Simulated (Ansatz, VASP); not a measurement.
Te: VASP beside Ansatz

```
Te
1.0
     3.44206    0.00000    0.00000
    -1.72103    2.98092    0.00000
     0.00000    0.00000   11.24178
Te
4
Direct
  0.00000 0.00000 0.00000
  0.00000 0.00000 0.50000
  0.33333 0.66667 0.25000
  0.66667 0.33333 0.75000
```

Alike in both runs: task relaxation of cell and atoms; functional LDA; k mesh 11 × 11 × 3; occupations fermi-dirac, width 0.1 eV; no spin polarisation.

|  | VASP | Ansatz |
| --- | --- | --- |
| version | VASP 6.6.1 | Ansatz 0.2.0 |
| potentials or method | VASP PAW LDA potentials, release 64 (Te), cutoff 600 eV | plane waves (420 eV) with PAW, scalar-relativistic |
| valence electrons in the cell | 24 | 64 |

|  | VASP | Ansatz | Ansatz less VASP |
| --- | --- | --- | --- |
| relaxed volume (Å³/atom) | 29.48 | 29.42 | -0.061 |
| relaxed length of the cell vector where the two differ most in proportion (Å) | 3.992 | 3.989 | -0.0033 |

Ansatz warns that its potentials were made for another functional, while VASP's fit it. LDA's correlation is that of Perdew and Zunger in VASP and of Perdew and Wang (1992) in Ansatz. VASP's potentials hold 24 valence electrons a cell and Ansatz's 64, so a difference there can come from the potentials and not from the codes.

Neither program's run includes spin-orbit coupling.
